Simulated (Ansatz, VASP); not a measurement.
## HfO2 in VASP and in Ansatz

```
Hf O
1.0
     0.03305    2.56223    2.56223
     2.56223    0.03305    2.56223
     2.56223    2.56223    0.03305
Hf O
1 2
Direct
  0.00000 0.00000 0.00000
  0.24923 0.24923 0.24923
  0.75077 0.75077 0.75077
```

Change from the starting cell: shear_111 strain +2.0%.

Alike in both runs: task single point; functional PBE; k mesh 8 × 8 × 8; occupations fermi-dirac, width 0.02 eV; no spin polarisation.

|  | VASP | Ansatz |
| --- | --- | --- |
| version | VASP 6.6.1 | Ansatz 0.2.0 |
| potentials or method | VASP PAW PBE potentials, release 64 (Hf_pv, O) | plane waves, PAW |
| plane-wave cutoff (eV) | 520 | 420 |
| valence electrons in the cell | 22 | 38 |

VASP gave:

* gap on the k mesh at the Fermi level (eV): 3.77
* pressure (GPa): -2.7
* traceless stress, the component that is largest in VASP (GPa): -0.83
* rms of the force components (eV/Å): 0.002

Question: Estimate Ansatz's values.

Answer: gap on the k mesh at the Fermi level (eV): 3.76; pressure (GPa): 1.0; traceless stress, the component that is largest in VASP (GPa): -0.87; rms of the force components (eV/Å): 0.008.

Atom by atom the forces differ by 0.006 eV/Å (rms over components). VASP's potentials hold 22 valence electrons a cell and Ansatz's 38, so a difference there can come from the potentials and not from the codes.

Neither program's run includes spin-orbit coupling.
